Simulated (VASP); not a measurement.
# PbS in VASP: a series of runs

Runs on PbS. Level: PBE+D3(BJ). Tasks: single point.

All numbers are computed with VASP 6.6.1; they aren't measurements. Logs are shortened: lines on timing, memory, paths and dates and some standing lists are left out, and cuts for length are marked.

### Step 1. The cell of the first run

The cell holds a slab with vacuum, 4 atoms: a = 4.204 Å, b = 4.204 Å, c = 20.855 Å, α = 90.00°, β = 90.00°, γ = 90.02°.

### Step 2. Single point, PBE+D3(BJ)

Input file INCAR:

```
ALGO = Normal
DIPOL = 0.5 0.5 0.500
EDIFF = 1E-6
ENCUT = 520
GGA = PE
IDIPOL = 3
ISIF = 2
ISMEAR = 0
IVDW = 12
LASPH = True
LCHARG = False
LDIPOL = True
LREAL = False
LWAVE = False
NBANDS = 28
NELM = 100
PREC = Accurate
SIGMA = 0.05
```

Input file KPOINTS:

```
k-points
0
Gamma
  6 6 1
```

Input file POSCAR:

```
PbS
1.0
    4.2043100452     -0.0298054304      0.0000000000
    0.0285028422      4.2043190778      0.0000000000
    0.0000000000      0.0000000000     20.8553510874
Pb S
2 2
Direct
    0.0256189159      0.0256189159      0.4315439219
    0.5253333163      0.5253333163      0.5684560781
    0.5254589637      0.5254589637      0.4398864866
    0.0254932441      0.0254932441      0.5601155344
```

Potentials or basis: VASP PAW PBE potentials, release 64 (Pb_d, S).

The run is started by

```console
> cat potpaw_PBE.64/Pb_d/POTCAR potpaw_PBE.64/S/POTCAR > POTCAR
> mpirun -np 1 vasp_std > vasp.out
```

OUTCAR:

```text
EDIFF = 1E-6
   ENCUT = 520
   GGA = PE
   ISIF = 2
   ISMEAR = 0
   IVDW = 12
   LASPH = True
   LREAL = False
   NELM = 100
   PREC = Accurate
 IVDW          = 12

 ion  position               nearest neighbor table
   1  0.026  0.026  0.432-   4 2.68   3 2.98   3 2.98   3 2.98   3 2.98   2 4.12   2 4.12   2 4.12
                             2 4.12
   2  0.525  0.525  0.568-   3 2.68   4 2.98   4 2.98   4 2.98   4 2.98   1 4.12   1 4.12   1 4.12
                             1 4.12
   3  0.525  0.525  0.440-   2 2.68   1 2.98   1 2.98   1 2.98   1 2.98
   4  0.025  0.025  0.560-   1 2.68   2 2.98   2 2.98   2 2.98   2 2.98

  LATTYP: Found a base centered orthorhombic cell.
 ALAT       =     5.9450205325
 B/A-ratio  =     1.0003098698
 C/A-ratio  =     3.5080368475

  Lattice vectors:

 A1 = (   4.2043100452,  -0.0298054304,   0.0000000000)
 A2 = (   0.0285028422,   4.2043190778,   0.0000000000)
 A3 = (   0.0000000000,   0.0000000000,  20.8553510874)

Analysis of symmetry for initial positions (statically):
=====================================================================
 Subroutine PRICEL returns:
 Original cell was already a primitive cell.

 Routine SETGRP: Setting up the symmetry group for a
 base centered orthorhombic supercell.

 Subroutine GETGRP returns: Found  4 space group operations
 (whereof  2 operations were pure point group operations)
 out of a pool of  8 trial point group operations.

The static configuration has the point symmetry C_1h.
 The point group associated with its full space group is C_2h.

Analysis of symmetry for dynamics (positions and initial velocities):
=====================================================================
 Subroutine PRICEL returns:
 Original cell was already a primitive cell.

 Routine SETGRP: Setting up the symmetry group for a
 base centered orthorhombic supercell.

 Subroutine GETGRP returns: Found  4 space group operations
 (whereof  2 operations were pure point group operations)
 out of a pool of  8 trial point group operations.

The dynamic configuration has the point symmetry C_1h.
 The point group associated with its full space group is C_2h.

 Subroutine INISYM returns: Found  4 space group operations
 (whereof  2 operations are pure point group operations),
 and found     1 'primitive' translations

----------------------------------------------------------------------------------------

                                     Primitive cell

  volume of cell :     368.6623

  direct lattice vectors                    reciprocal lattice vectors
     4.204310045 -0.029805430  0.000000000     0.237839724 -0.001612415  0.000000000
     0.028502842  4.204319078  0.000000000     0.001686103  0.237839213  0.000000000
     0.000000000  0.000000000 20.855351087     0.000000000  0.000000000  0.047949325

  length of vectors
     4.204415693  4.204415693 20.855351087     0.237845190  0.237845190  0.047949325

  position of ions in fractional coordinates (direct lattice)
     0.025618916  0.025618916  0.431543922
     0.525333316  0.525333316  0.568456078
     0.525458964  0.525458964  0.439886487
     0.025493244  0.025493244  0.560115534

  ion indices of the primitive-cell ions
   primitive index   ion index
                 1           1
                 2           2
                 3           3
                 4           4

----------------------------------------------------------------------------------------

 KPOINTS: k-points

Automatic generation of k-mesh.
 Grid dimensions read from file:
 generate k-points for:    6    6    1

 Generating k-lattice:

  Cartesian coordinates                     Fractional coordinates (reciprocal lattice)
     0.039639954 -0.000268736  0.000000000     0.166666667  0.000000000  0.000000000
     0.000281017  0.039639869  0.000000000     0.000000000  0.166666667  0.000000000
     0.000000000  0.000000000  0.047949325     0.000000000  0.000000000  1.000000000

  Length of vectors
     0.039640865  0.039640865  0.047949325

  Shift w.r.t. Gamma in fractional coordinates (k-lattice)
     0.000000000  0.000000000  0.000000000

 Subroutine IBZKPT returns following result:
 ===========================================

 Found     13 irreducible k-points:

 Following reciprocal coordinates:
            Coordinates               Weight
  0.000000  0.000000  0.000000      1.000000
  0.166667 -0.000000  0.000000      4.000000
  0.333333  0.000000  0.000000      4.000000
  0.500000  0.000000  0.000000      2.000000
  0.166667  0.166667  0.000000      2.000000
  0.333333  0.166667  0.000000      4.000000
  0.500000  0.166667  0.000000      4.000000
 -0.333333  0.166667  0.000000      4.000000
 -0.166667  0.166667  0.000000      2.000000
  0.333333  0.333333  0.000000      2.000000
  0.500000  0.333333  0.000000      4.000000
 -0.333333  0.333333  0.000000      2.000000
  0.500000  0.500000  0.000000      1.000000
   k-points           NKPTS =     13   k-points in BZ     NKDIM =     13   number of bands    NBANDS=     28
   number of dos      NEDOS =    301   number of ions     NIONS =      4
   total plane-waves  NPLWV = 163840
   dimension x,y,z NGX =    32 NGY =   32 NGZ =  160
   dimension x,y,z NGXF=    64 NGYF=   64 NGZF=  320
   ions per type =               2   2
   NGX,Y,Z   is equivalent  to a cutoff of  12.65, 12.65, 12.75 a.u.
   NGXF,Y,Z  is equivalent  to a cutoff of  25.31, 25.31, 25.51 a.u.
 SYSTEM =  unknown system
   PREC   = accura    normal or accurate (medium, high low for compatibility)
   ISTART =      0    job   : 0-new  1-cont  2-samecut
   ICHARG =      2    charge: 1-file 2-atom 10-const
   ISPIN  =      1    spin polarized calculation?
   LNONCOLLINEAR =      F non collinear calculations
   LSORBIT =      F    spin-orbit coupling
   LASPH  =      T    aspherical Exc in radial PAW
   ENCUT  =  520.0 eV  38.22 Ry    6.18 a.u.   7.82  7.82 38.78*2*pi/ulx,y,z
   NELM   =    100;   NELMIN=  2; NELMDL= -5     # of ELM steps
   EDIFF  = 0.1E-05   stopping-criterion for ELM
   LREAL  =      F    real-space projection
   EDIFFG = 0.1E-04   stopping-criterion for IOM
   NSW    =      0    number of steps for IOM
   IBRION =     -1    ionic relax: 0-MD 1-quasi-New 2-CG
   NFREE  =      0    steps in history (QN), initial steepest desc. (CG)
[... 43 lines left out ...]

 E-fermi :  -1.6078     XC(G=0):  -3.2617

 val. band max:       -1.8997271785   @ k =   0.3333   0.0000   0.0000
 cond. band min:       0.1534498083   @ k =   0.0000   0.0000   0.0000
 fundamental gap:      2.0531769869
 Fermi energy:        -1.6078403659

 k-point     1 :       0.0000    0.0000    0.0000
  band No.  band energies     occupation
      1     -18.0519      2.00000
      2     -17.9475      2.00000
      3     -17.9305      2.00000
      4     -17.9268      2.00000
      5     -17.9055      2.00000
      6     -17.9039      2.00000
[... 20 lines left out ...]
     27       3.5947      0.00000
     28       3.9108      0.00000

 k-point     2 :       0.1667   -0.0000    0.0000
  band No.  band energies     occupation
      1     -18.0360      2.00000
      2     -17.9386      2.00000
      3     -17.9308      2.00000
      4     -17.9200      2.00000
      5     -17.9132      2.00000
      6     -17.9093      2.00000
[... 20 lines left out ...]
     27       3.2205      0.00000
     28       3.7618      0.00000

 k-point     3 :       0.3333    0.0000    0.0000
  band No.  band energies     occupation
      1     -18.0004      2.00000
      2     -17.9422      2.00000
      3     -17.9270      2.00000
      4     -17.9233      2.00000
      5     -17.9218      2.00000
      6     -17.9074      2.00000
[... 20 lines left out ...]
     27       3.4724      0.00000
     28       3.7996      0.00000

 k-point     4 :       0.5000    0.0000    0.0000
  band No.  band energies     occupation
      1     -17.9667      2.00000
      2     -17.9650      2.00000
      3     -17.9328      2.00000
      4     -17.9315      2.00000
      5     -17.9115      2.00000
      6     -17.9114      2.00000
[... 20 lines left out ...]
     27       4.2173      0.00000
     28       4.2193      0.00000

 k-point     5 :       0.1667    0.1667    0.0000
  band No.  band energies     occupation
      1     -18.0257      2.00000
      2     -17.9341      2.00000
      3     -17.9303      2.00000
      4     -17.9178      2.00000
      5     -17.9159      2.00000
      6     -17.9113      2.00000
[... 20 lines left out ...]
     27       3.4332      0.00000
     28       3.4383      0.00000

 k-point     6 :       0.3333    0.1667    0.0000
  band No.  band energies     occupation
      1     -18.0053      2.00000
      2     -17.9596      2.00000
      3     -17.9231      2.00000
      4     -17.9224      2.00000
      5     -17.9177      2.00000
      6     -17.9033      2.00000
[... 20 lines left out ...]
     27       3.6689      0.00000
     28       4.0247      0.00000

 k-point     7 :       0.5000    0.1667    0.0000
  band No.  band energies     occupation
      1     -17.9850      2.00000
      2     -17.9847      2.00000
      3     -17.9272      2.00000
      4     -17.9271      2.00000
      5     -17.9097      2.00000
      6     -17.9096      2.00000
[... 20 lines left out ...]
     27       4.3643      0.00000
     28       4.3665      0.00000

 k-point     8 :      -0.3333    0.1667    0.0000
  band No.  band energies     occupation
      1     -18.0053      2.00000
      2     -17.9598      2.00000
      3     -17.9230      2.00000
      4     -17.9225      2.00000
      5     -17.9176      2.00000
      6     -17.9033      2.00000
[... 20 lines left out ...]
     27       3.6689      0.00000
     28       4.0243      0.00000

 k-point     9 :      -0.1667    0.1667    0.0000
  band No.  band energies     occupation
      1     -18.0257      2.00000
      2     -17.9343      2.00000
      3     -17.9303      2.00000
      4     -17.9177      2.00000
      5     -17.9159      2.00000
      6     -17.9113      2.00000
[... 20 lines left out ...]
     27       3.4329      0.00000
     28       3.4413      0.00000

 k-point    10 :       0.3333    0.3333    0.0000
  band No.  band energies     occupation
      1     -18.0214      2.00000
      2     -17.9998      2.00000
      3     -17.9205      2.00000
      4     -17.9203      2.00000
      5     -17.9121      2.00000
      6     -17.8956      2.00000
[... 20 lines left out ...]
     27       4.2273      0.00000
     28       4.4327      0.00000

 k-point    11 :       0.5000    0.3333    0.0000
  band No.  band energies     occupation
      1     -18.0258      2.00000
      2     -18.0251      2.00000
      3     -17.9226      2.00000
      4     -17.9225      2.00000
      5     -17.9039      2.00000
      6     -17.9034      2.00000
[... 20 lines left out ...]
     27       4.4084      0.00000
     28       4.4106      0.00000

 k-point    12 :      -0.3333    0.3333    0.0000
  band No.  band energies     occupation
      1     -18.0214      2.00000
      2     -17.9999      2.00000
      3     -17.9204      2.00000
      4     -17.9203      2.00000
      5     -17.9122      2.00000
      6     -17.8956      2.00000
[... 20 lines left out ...]
     27       4.2263      0.00000
     28       4.4351      0.00000

 k-point    13 :       0.5000    0.5000    0.0000
  band No.  band energies     occupation
      1     -18.0458      2.00000
      2     -18.0449      2.00000
      3     -17.9245      2.00000
      4     -17.9243      2.00000
      5     -17.9011      2.00000
      6     -17.9002      2.00000
[... 20 lines left out ...]
     27       4.7764      0.00000
     28       4.7798      0.00000

------------------------ aborting loop because EDIFF is reached ----------------------------------------

 vacuum level on the upper side and lower side of the slab       (xc-potential included)        -0.123        -0.120

 Edisp (eV)   -0.91164

 E8    (eV) :    -0.4319

  FORCE on cell =-STRESS in cart. coord.  units (eV):
  Direction    XX          YY          ZZ          XY          YZ          ZX
  --------------------------------------------------------------------------------------
  -------------------------------------------------------------------------------------
  Total      -0.06773    -0.06806    -0.01614     0.01207     0.00066     0.00067
  in kB      -0.29433    -0.29579    -0.07015     0.05245     0.00287     0.00291
  external pressure =       -0.22 kB  Pullay stress =        0.00 kB

 VOLUME and BASIS-vectors are now :
 -----------------------------------------------------------------------------
  energy-cutoff  :      520.00
  volume of cell :      368.66
      direct lattice vectors                 reciprocal lattice vectors
     4.204310045 -0.029805430  0.000000000     0.237839724 -0.001612415  0.000000000
     0.028502842  4.204319078  0.000000000     0.001686103  0.237839213  0.000000000
     0.000000000  0.000000000 20.855351087     0.000000000  0.000000000  0.047949325

 POSITION                                       TOTAL-FORCE (eV/Angst)
 -----------------------------------------------------------------------------------
      0.10844      0.10695      9.00000        -0.000681     -0.000671      0.002353
      2.22364      2.19301     11.85535         0.000681      0.000671     -0.002353
      2.22417      2.19354      9.17399         0.000493      0.000487     -0.015897
      0.10791      0.10642     11.68141        -0.000493     -0.000487      0.015897
 -----------------------------------------------------------------------------------
    total drift:                                0.000101      0.000099     -0.041451

  FREE ENERGIE OF THE ION-ELECTRON SYSTEM (eV)
  ---------------------------------------------------
  free  energy   TOTEN  =       -18.2083265851 eV

  energy  without entropy=      -18.2083265851  energy(sigma->0) =      -18.20832659

 vacuum level on the upper side and lower side of the slab         2.597         2.600
```

Run time: 3 min. Hardware: 1 thread of Intel Xeon Platinum 8488C (Sapphire Rapids), shared host; peak memory 0.46 GiB.

What came out:

```yaml
Free_energy: -18.2083 eV
Largest_force: 0.016 eV/Å
Band_gap_on_the_k_mesh: 2.05 eV (least direct gap 2.14 eV)
Dispersion_energy_per_atom: -0.228 eV
```

Forces in eV/Å, atoms in the order of the input:
```
Pb  -0.001 -0.001  0.002
Pb   0.001  0.001 -0.002
S    0.000  0.000 -0.016
S    0.000  0.000  0.016
```

Levels at points of the mesh, in eV from the valence-band top:
| k point | band 17 | band 18 | band 19 | band 20 | band 21 | band 22 | band 23 | band 24 |
| --- | --- | --- | --- | --- | --- | --- | --- | --- |
| (0.00, 0.00, 0.00) | -2.40 | -1.31 | -1.31 | -0.12 | 2.05 | 3.99 | 4.87 | 4.92 |
| (0.50, 0.00, 0.00) | -0.94 | -0.94 | -0.04 | -0.03 | 2.11 | 2.11 | 3.15 | 3.15 |
| (0.50, 0.50, 0.00) | -2.69 | -2.69 | -1.33 | -1.33 | 4.23 | 4.23 | 5.27 | 5.28 |

Caveat: spin-orbit coupling is left out, which moves the levels of the heavy elements.

### Step 3. Single point, PBE+D3(BJ)

This run uses another cell than the first one.

Input file INCAR:

```
SYSTEM = PbS
ALGO = Normal
DIPOL = 0.5 0.5 0.500
EDIFF = 1E-6
ENCUT = 520
GGA = PE
IDIPOL = 3
ISIF = 2
ISMEAR = 0
IVDW = 12
LASPH = .TRUE.
LCHARG = .FALSE.
LDIPOL = .TRUE.
LREAL = .FALSE.
LWAVE = .FALSE.
NBANDS = 28
NELM = 80
PREC = Accurate
SIGMA = 0.05
```

Input file KPOINTS:

```
k-points
0
G
  8 8 1
  0 0 0
```

Input file POSCAR:

```
PbS
1.0
    4.1299564500      0.0000000000      0.0000000000
    0.0572742700      4.1295592900      0.0000000000
    0.0000000000      0.0000000000     21.1938260655
Pb S
2 2
Direct
    0.0260298200      0.0260298200      0.4246519704
    0.5249224000      0.5249224000      0.5753480296
    0.5257681500      0.5257681500      0.4455248903
    0.0251840700      0.0251840700      0.5544751097
```

Potentials or basis: VASP PAW PBE potentials, release 64 (Pb_d, S).

The run is started by

```console
> cat potpaw_PBE.64/Pb_d/POTCAR potpaw_PBE.64/S/POTCAR > POTCAR
> mpirun -np 1 vasp_std > vasp.out
```

Wall time 4.7 min (1 thread of Intel Xeon Platinum 8488C (Sapphire Rapids), shared host); peak memory 0.51 GiB.

The run converged. Its results:

* Free energy: -18.1206 eV
* Largest force: 0.477 eV/Å
* Band gap on the k mesh: 1.29 eV (least direct gap 1.31 eV)
* Dispersion energy per atom: -0.234 eV

Forces in eV/Å, atoms in the order of the input:
```
Pb  -0.001 -0.001  0.477
Pb   0.001  0.001 -0.477
S   -0.003 -0.003  0.131
S    0.003  0.003 -0.131
```

Levels at points of the mesh, in eV from the valence-band top:
```
           k point  band 18  band 19  band 20  band 21  band 22  band 23
(0.00, 0.00, 0.00)    -1.45    -1.34    -0.02     1.29     3.26     4.28
(0.50, 0.00, 0.00)    -1.02    -0.36    -0.36     2.08     2.08     3.15
(0.50, 0.50, 0.00)    -2.91    -1.55    -1.45     3.69     3.79     4.61
```

Caveat: spin-orbit coupling is left out, which moves the levels of the heavy elements.

### Step 4. Single point, PBE+D3(BJ)

This run uses another cell than the first one.

Input file INCAR:

```
SYSTEM = PbS
PREC = Accurate
ENCUT = 520
EDIFF = 1E-6
ISMEAR = 0
SIGMA = 0.05
LREAL = .FALSE.
LASPH = .TRUE.
NELM = 80
ALGO = Normal
ISIF = 2
LWAVE = .FALSE.
LCHARG = .TRUE.
LDIPOL = .TRUE.
IDIPOL = 3
DIPOL = 0.5 0.5 0.500
GGA = PE
IVDW = 12
LELF = .TRUE.
LVHAR = .TRUE.
LVACPOTAV = .TRUE.
NBANDS = 28
```

Input file KPOINTS:

```
regular mesh
0
G
  8 8 1
  0 0 0
```

Input file POSCAR:

```
PbS
1.0
    4.2043100452     -0.0298054304      0.0000000000
    0.0285028422      4.2043190778      0.0000000000
    0.0000000000      0.0000000000     21.1938260655
Pb S
2 2
Direct
    0.0256189159      0.0256189159      0.4326366992
    0.5253333163      0.5253333163      0.5673623065
    0.5254589637      0.5254589637      0.4408460294
    0.0254932441      0.0254932441      0.5591549650
```

The run is started by

```console
> cat potpaw_PBE.64/Pb_d/POTCAR potpaw_PBE.64/S/POTCAR > POTCAR
> mpirun -np 1 vasp_std > vasp.out
```

Run time: 4.3 min. Hardware: 1 thread of Intel Xeon Platinum 8488C (Sapphire Rapids), shared host; peak memory 0.53 GiB.

The run converged. Its results:

- Free energy: -18.2052 eV
- Largest force: 0.015 eV/Å
- Band gap on the k mesh: 1.86 eV
- Dispersion energy per atom: -0.228 eV

Forces in eV/Å, atoms in the order of the input:
```
Pb  -0.001 -0.001  0.001
Pb   0.001  0.001 -0.001
S    0.000  0.000 -0.015
S    0.000  0.000  0.015
```

Levels at points of the mesh, in eV from the valence-band top:
| k point | band 17 | band 18 | band 19 | band 20 | band 21 | band 22 | band 23 | band 24 |
| --- | --- | --- | --- | --- | --- | --- | --- | --- |
| (0.00, 0.00, 0.00) | -2.55 | -1.46 | -1.46 | -0.27 | 1.90 | 3.84 | 4.71 | 4.75 |
| (0.50, 0.00, 0.00) | -1.09 | -1.09 | -0.18 | -0.18 | 1.96 | 1.96 | 3.00 | 3.00 |
| (0.50, 0.50, 0.00) | -2.84 | -2.84 | -1.48 | -1.47 | 4.08 | 4.08 | 5.12 | 5.13 |

Caveat: spin-orbit coupling is left out, which moves the levels of the heavy elements.

### Step 5. Summary

```csv
cell,k mesh,gap on the mesh (eV),largest force (eV/Å)
"a = 4.204, b = 4.204, c = 20.855 Å, 4 atoms, atomic positions A",6 × 6 × 1,2.05,0.02
"a = 4.130, b = 4.130, c = 21.194 Å, angles 90.0, 90.0, 89.2°, 4 atoms, atomic positions B",8 × 8 × 1,1.29,0.48
"a = 4.204, b = 4.204, c = 21.194 Å, 4 atoms, atomic positions A",8 × 8 × 1,1.86,0.01
```

Alike in all rows: task single point; level PBE+D3(BJ); potentials or basis VASP PAW PBE potentials, release 64 (Pb_d, S); no spin polarisation; cutoff (eV) 520; smearing gaussian 0.05 eV.

Caveats: spin-orbit coupling is left out, which moves the levels of the heavy elements.

Absolute energies hang on the potentials; compare differences alone.
